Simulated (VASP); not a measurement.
# CuHg7Te8 (F-43m) in VASP: single point with PBEsol+U

Aim: the single point of CuHg7Te8 with PBEsol+U.

Everything below comes from runs of VASP 6.6.1. Logs are shortened: lines on timing, memory, paths and dates and some standing lists are left out, and cuts for length are marked.

## (1) The cell of the first run

Symmetry: F-43m, No. 216, cubic system. The conventional cell has a = 12.906 Å, b = 12.906 Å, c = 12.906 Å, α = 90.00°, β = 90.00°, γ = 90.00°. Within 3.4 Å of Cu (site symmetry -43m) lie 4 Te at 2.61 Å. Within 3.7 Å of Hg (site symmetry 2mm) lie 4 Te at 2.81 to 2.84 Å. Hg (site symmetry -43m) has 4 Te at 2.81 Å within 3.7 Å. Within 3.4 Å of Te (site symmetry 3m) lie 1 Cu at 2.61 Å and 3 Hg at 2.81 Å. Te (site symmetry 3m) has 4 Hg at 2.81 to 2.84 Å within 3.7 Å.

## (2) Single point, PBEsol+U, collinear spin

INCAR reads:

```
SYSTEM = CuHg7Te8
PREC     = Accurate       ! precision mode
ENCUT    = 520            ! plane-wave cutoff, eV
EDIFF    = 1E-6           ! SCF threshold, eV
ISMEAR   = 0              ! smearing method
SIGMA    = 0.05           ! smearing width, eV
LREAL    = Auto         
LASPH    = .True.         ! aspherical terms in the spheres
NELM     = 150            ! most SCF steps
ALGO     = Normal         ! electronic algorithm
ISIF     = 2              ! what is computed and relaxed
LWAVE    = .False.        ! write WAVECAR
LCHARG   = .False.        ! write CHGCAR
ISPIN    = 2              ! spin polarisation
MAGMOM   = 1 0 0 0 0 0 0 0 0 0 0 0 0 0 0 0 ! initial moments
LORBIT   = 11             ! projections on sites
LMAXMIX  = 4              ! l up to which the mixer works
LDAU     = .True.         ! DFT+U
LDAUTYPE = 2            
LDAUL    = 2 -1 -1        ! shell
LDAUU    = 7 0 0          ! U, eV
LDAUJ    = 0 0 0        
LDAUPRINT= 1            
GGA      = PS             ! functional
NBANDS   = 90             ! bands
LUSENCCL = .False.
```

KPOINTS reads:

```
Automatic mesh
0
Gamma
  3 3 3
  0 0 0
```

POSCAR reads:

```
CuHg7Te8
1.0
    0.0000000000      6.4530000000      6.4530000000
    6.4530000000      0.0000000000      6.4530000000
    6.4530000000      6.4530000000      0.0000000000
Cu Hg Te
1 7 8
Direct
    1.0000000000      1.0000000000      0.0000000000
    0.0071346836      0.0071346836      0.4928653164
    0.0071346836      0.4928653164      0.0071346836
    0.0071346836      0.4928653164      0.4928653164
    0.4928653164      0.0071346836      0.0071346836
    0.4928653164      0.0071346836      0.4928653164
    0.4928653164      0.4928653164      0.0071346836
    0.5000000000      0.5000000000      0.5000000000
    0.1166602840      0.1166602840      0.1166602840
    0.1166602840      0.1166602840      0.6500191480
    0.1166602840      0.6500191480      0.1166602840
    0.1225438790      0.6258187070      0.6258187070
    0.6500191480      0.1166602840      0.1166602840
    0.6258187070      0.1225438790      0.6258187070
    0.6258187070      0.6258187070      0.1225438790
    0.6258187070      0.6258187070      0.6258187070
```

Potentials or basis: VASP PAW PBE potentials, release 64 (Cu, Hg, Te).

On the command line:

```
cat potpaw_PBE.64/Cu/POTCAR potpaw_PBE.64/Hg/POTCAR potpaw_PBE.64/Te/POTCAR > POTCAR
mpirun -np 1 vasp_std > vasp.out
```

OUTCAR:

```text
SYSTEM = CuHg7Te8
   PREC = Accurate
   ENCUT = 520
   EDIFF = 1E-6
   ISMEAR = 0
   LREAL = Auto
   LASPH = .True.
   NELM = 150
   ISIF = 2
   ISPIN = 2
   LORBIT = 11
   GGA = PS

 ion  position               nearest neighbor table
   1  0.000  0.000  0.000-   9 2.61  10 2.61  11 2.61  13 2.61
   2  0.007  0.007  0.493-  10 2.81   9 2.81  12 2.84  14 2.84
   3  0.007  0.493  0.007-  11 2.81   9 2.81  12 2.84  15 2.84
   4  0.007  0.493  0.493-  10 2.81  11 2.81  12 2.84  16 2.84
   5  0.493  0.007  0.007-  13 2.81   9 2.81  14 2.84  15 2.84
   6  0.493  0.007  0.493-  10 2.81  13 2.81  14 2.84  16 2.84
[... 8 lines left out ...]
  15  0.626  0.626  0.123-   8 2.81   5 2.84   7 2.84   3 2.84
  16  0.626  0.626  0.626-   8 2.81   6 2.84   7 2.84   4 2.84

  LATTYP: Found a face centered cubic cell.
 ALAT       =    12.9060000000

  Lattice vectors:

 A1 = (   0.0000000000,   6.4530000000,   6.4530000000)
 A2 = (   6.4530000000,   0.0000000000,   6.4530000000)
 A3 = (   6.4530000000,   6.4530000000,   0.0000000000)

Analysis of symmetry for initial positions (statically):
=====================================================================
 Subroutine PRICEL returns:
 Original cell was already a primitive cell.

 Routine SETGRP: Setting up the symmetry group for a
 face centered cubic supercell.

 Subroutine GETGRP returns: Found 24 space group operations
 (whereof 24 operations were pure point group operations)
 out of a pool of 48 trial point group operations.

The static configuration has the point symmetry T_d .

Analysis of symmetry for dynamics (positions and initial velocities):
=====================================================================
 Subroutine PRICEL returns:
 Original cell was already a primitive cell.

 Routine SETGRP: Setting up the symmetry group for a
 face centered cubic supercell.

 Subroutine GETGRP returns: Found 24 space group operations
 (whereof 24 operations were pure point group operations)
 out of a pool of 48 trial point group operations.

The dynamic configuration has the point symmetry T_d .

Analysis of structural, dynamic, and magnetic symmetry:
=====================================================================
 Subroutine PRICEL returns:
 Original cell was already a primitive cell.

 Routine SETGRP: Setting up the symmetry group for a
 face centered cubic supercell.

 Subroutine GETGRP returns: Found 24 space group operations
 (whereof 24 operations were pure point group operations)
 out of a pool of 48 trial point group operations.

The overall configuration has the point symmetry T_d .

 Subroutine INISYM returns: Found 24 space group operations
 (whereof 24 operations are pure point group operations),
 and found     1 'primitive' translations

----------------------------------------------------------------------------------------

                                     Primitive cell

  volume of cell :     537.4214

  direct lattice vectors                    reciprocal lattice vectors
     0.000000000  6.453000000  6.453000000    -0.077483341  0.077483341  0.077483341
     6.453000000  0.000000000  6.453000000     0.077483341 -0.077483341  0.077483341
     6.453000000  6.453000000  0.000000000     0.077483341  0.077483341 -0.077483341

  length of vectors
     9.125920118  9.125920118  9.125920118     0.134205083  0.134205083  0.134205083

  position of ions in fractional coordinates (direct lattice)
     0.000000000  0.000000000  0.000000000
     0.007134684  0.007134684  0.492865316
     0.007134684  0.492865316  0.007134684
     0.007134684  0.492865316  0.492865316
     0.492865316  0.007134684  0.007134684
     0.492865316  0.007134684  0.492865316
[... 8 lines left out ...]
     0.625818707  0.625818707  0.122543879
     0.625818707  0.625818707  0.625818707

  ion indices of the primitive-cell ions
[... 100 lines left out ...]
   IVDW    =     0    specifies the selected vdW correction
   LEPSILON=     F    determine dielectric tensor
   LRPA    =     F    only Hartree local field effects (RPA)
 spin polarized calculation
 Gauss-broadening in eV      SIGMA  =   0.05
  energy-cutoff  :      520.00
  volume of cell :      537.42
 maximum number of plane-waves:     14489
 NGX is ok and might be reduce to    70
   NGX = 33   NGY = 33   NGZ = 33

 number of electron     142.9999980 magnetization      -0.0006622

atom =   1  type =  1  l = 2

 onsite density matrix

spin component  1

  0.9480  0.0000  0.0000 -0.0000  0.0000
  0.0000  0.9480  0.0000 -0.0000 -0.0000
  0.0000  0.0000  0.9489  0.0000 -0.0000
 -0.0000 -0.0000  0.0000  0.9480 -0.0000
  0.0000 -0.0000 -0.0000 -0.0000  0.9489

spin component  2

  0.9480  0.0000  0.0000 -0.0000 -0.0000
  0.0000  0.9480  0.0000 -0.0000 -0.0000
  0.0000  0.0000  0.9490  0.0000 -0.0000
 -0.0000 -0.0000  0.0000  0.9480 -0.0000
 -0.0000 -0.0000 -0.0000 -0.0000  0.9490

 occupancies and eigenvectors

  o =  0.9480  v =  0.0000 -0.8412 -0.0000  0.5407  0.0000 -0.0000 -0.0000 -0.0000 -0.0000 -0.0000      0.0000  0.0000  0.0000  0.0000  0.0000  0.0000  0.0000  0.0000  0.0000  0.0000
  o =  0.9480  v =  0.0000 -0.5407  0.0000 -0.8412  0.0000  0.0000  0.0000  0.0000  0.0000  0.0000      0.0000  0.0000  0.0000  0.0000  0.0000  0.0000  0.0000  0.0000  0.0000  0.0000
  o =  0.9480  v =  1.0000  0.0000  0.0000  0.0000  0.0000  0.0000  0.0000  0.0000  0.0000  0.0000      0.0000  0.0000  0.0000  0.0000  0.0000  0.0000  0.0000  0.0000  0.0000  0.0000
  o =  0.9480  v = -0.0000 -0.0000 -0.0000 -0.0000 -0.0000 -0.0000  0.9986 -0.0000 -0.0522  0.0000      0.0000  0.0000  0.0000  0.0000  0.0000  0.0000 -0.0000  0.0000  0.0000 -0.0000
  o =  0.9480  v =  0.0000  0.0000  0.0000  0.0000  0.0000  0.0000  0.0522  0.0000  0.9986 -0.0000      0.0000  0.0000  0.0000  0.0000  0.0000  0.0000  0.0000 -0.0000  0.0000  0.0000
  o =  0.9480  v =  0.0000  0.0000  0.0000  0.0000  0.0000  1.0000  0.0000  0.0000  0.0000  0.0000      0.0000  0.0000  0.0000  0.0000  0.0000  0.0000  0.0000  0.0000  0.0000  0.0000
  o =  0.9489  v =  0.0000  0.0000 -1.0000 -0.0000 -0.0010  0.0000  0.0000  0.0000  0.0000  0.0000      0.0000  0.0000  0.0000  0.0000  0.0000  0.0000  0.0000  0.0000  0.0000  0.0000
  o =  0.9489  v =  0.0000  0.0000 -0.0010  0.0000  1.0000  0.0000  0.0000  0.0000  0.0000  0.0000      0.0000  0.0000  0.0000  0.0000  0.0000  0.0000  0.0000  0.0000  0.0000  0.0000
  o =  0.9490  v =  0.0000  0.0000  0.0000  0.0000  0.0000  0.0000  0.0000  1.0000 -0.0000 -0.0003      0.0000  0.0000  0.0000  0.0000  0.0000  0.0000  0.0000  0.0000  0.0000  0.0000
  o =  0.9490  v =  0.0000  0.0000  0.0000  0.0000  0.0000  0.0000 -0.0000  0.0003  0.0000  1.0000      0.0000  0.0000  0.0000  0.0000  0.0000  0.0000  0.0000  0.0000  0.0000  0.0000

 number of electron     142.9999980 magnetization       0.0000108

 Free energy of the ion-electron system (eV)
  ---------------------------------------------------
  ext. energy  EPLUGINS =         0.00000000
  ---------------------------------------------------
  free energy    TOTEN  =       -36.14303257 eV

  energy without entropy =      -36.12887575  energy(sigma->0) =      -36.13595416

 E-fermi :   2.6279     XC(G=0):  -8.8917

 val. band max:        2.5001151990   @ k =  -0.3333   0.3333   0.0000
 cond. band min:       2.6483667950   @ k =   0.3333   0.0000   0.0000
 fundamental gap:      0.1482515960
 Fermi energy:         2.6279063924

 spin component 1

 k-point     1 :       0.0000    0.0000    0.0000
  band No.  band energies     occupation
      1      -9.0040      1.00000
      2      -8.4412      1.00000
      3      -8.4150      1.00000
      4      -8.4150      1.00000
      5      -8.4150      1.00000
      6      -8.2171      1.00000
[... 333 lines left out ...]
     82       6.7327      0.00000
     83       6.8495      0.00000
 Fermi energy:         2.6279063924

 spin component 2

 k-point     1 :       0.0000    0.0000    0.0000
  band No.  band energies     occupation
      1      -9.0040      1.00000
      2      -8.4412      1.00000
      3      -8.4150      1.00000
      4      -8.4150      1.00000
      5      -8.4150      1.00000
      6      -8.2171      1.00000
[... 333 lines left out ...]
     82       6.7327      0.00000
     83       6.8494      0.00000
 [bands above 83 left out]

------------------------ aborting loop because EDIFF is reached ----------------------------------------

  FORCE on cell =-STRESS in cart. coord.  units (eV):
  Direction    XX          YY          ZZ          XY          YZ          ZX
  --------------------------------------------------------------------------------------
  -------------------------------------------------------------------------------------
  Total       -2.7847044     -2.7847044     -2.7847044      0.0000000      0.0000000      0.0000000
  in kB       -8.3018464     -8.3018464     -8.3018464      0.0000000      0.0000000      0.0000000
  external PRESSURE =      -8.3018464 kB  Pullay stress =       0.0000000 kB

 VOLUME and BASIS-vectors are now :
 -----------------------------------------------------------------------------
  energy-cutoff  :      520.00
  volume of cell :      537.42
      direct lattice vectors                 reciprocal lattice vectors
     0.000000000  6.453000000  6.453000000    -0.077483341  0.077483341  0.077483341
     6.453000000  0.000000000  6.453000000     0.077483341 -0.077483341  0.077483341
     6.453000000  6.453000000  0.000000000     0.077483341  0.077483341 -0.077483341

 POSITION                                       TOTAL-FORCE (eV/Angst)
 -----------------------------------------------------------------------------------
      0.00000      0.00000      0.00000        -0.000000     -0.000000      0.000000
      3.22650      3.22650      0.09208        -0.000000     -0.000000      0.005385
      3.22650      0.09208      3.22650        -0.000000      0.005385      0.000000
      6.36092      3.22650      3.22650        -0.005385     -0.000000      0.000000
      0.09208      3.22650      3.22650         0.005385     -0.000000      0.000000
      3.22650      6.36092      3.22650        -0.000000     -0.005385      0.000000
[... 8 lines left out ...]
      4.82918      4.82918      8.07682        -0.001659     -0.001659      0.001659
      8.07682      8.07682      8.07682         0.001659      0.001659      0.001659
 -----------------------------------------------------------------------------------
    total drift:                               -0.000000     -0.000000     -0.000000

  FREE ENERGIE OF THE ION-ELECTRON SYSTEM (eV)
  ---------------------------------------------------
  free  energy   TOTEN  =       -36.1430325657 eV

  energy  without entropy=      -36.1288757499  energy(sigma->0) =      -36.13595416

 total charge

# of ion       s       p       d       tot
------------------------------------------
    1        0.357   0.282   9.461  10.100
    2        0.752   0.399   9.344  10.495
    3        0.752   0.399   9.344  10.495
    4        0.752   0.399   9.344  10.495
    5        0.752   0.399   9.344  10.495
    6        0.752   0.399   9.344  10.495
[... 8 lines left out ...]
   15        1.376   1.945   0.030   3.351
   16        1.376   1.945   0.030   3.351
--------------------------------------------------
tot         16.605  18.653  75.119 110.376

 magnetization (x)

# of ion       s       p       d       tot
------------------------------------------
    1       -0.000  -0.000   0.000  -0.000
    2        0.000   0.000   0.000   0.000
    3        0.000   0.000   0.000   0.000
    4        0.000   0.000   0.000   0.000
    5        0.000   0.000   0.000   0.000
    6        0.000   0.000   0.000   0.000
[... 8 lines left out ...]
   15       -0.000  -0.000  -0.000  -0.000
   16       -0.000  -0.000  -0.000  -0.000
--------------------------------------------------
tot          0.000  -0.000   0.000   0.000
```

It took 2.1 min on 1 × NVIDIA H100 80GB with 1 thread of Intel Xeon Platinum 8481C at 2.70GHz (Sapphire Rapids), shared host; peak memory 1.7 GiB.

What came out:

```
Free energy                                           : -36.1430 eV
Pressure                                              : -0.8 GPa
Largest force                                         : 0.041 eV/Å
Net moment                                            : 0.00 μB per cell
Valence electrons inside the program's atomic spheres : Cu 10.10; Hg 10.49, 10.51 (each value once); Te 3.35
```

Forces on the atoms (eV/Å):
```
Cu   0.000  0.000  0.000
Hg   0.000  0.000  0.005
Hg   0.000  0.005  0.000
Hg  -0.005  0.000  0.000
Hg   0.005  0.000  0.000
Hg   0.000 -0.005  0.000
Hg   0.000  0.000 -0.005
Hg   0.000  0.000  0.000
Te  -0.024 -0.024 -0.024
Te   0.024  0.024 -0.024
Te   0.024 -0.024  0.024
Te   0.002 -0.002 -0.002
Te  -0.024  0.024  0.024
Te  -0.002  0.002 -0.002
Te  -0.002 -0.002  0.002
Te   0.002  0.002  0.002
```

Eigenvalues of the final occupation matrices:
| site | spin | trace | eigenvalues |
| --- | --- | --- | --- |
| site 1 d | 1 | 4.74 | 0.95 0.95 0.95 0.95 0.95 |
| site 1 d | 2 | 4.74 | 0.95 0.95 0.95 0.95 0.95 |

Caveat: the PAW data sets were made with another functional, which shifts forces and pressure a little; spin-orbit coupling is left out, which moves the levels of the heavy elements; the U is typed as a test and isn't derived for this compound.
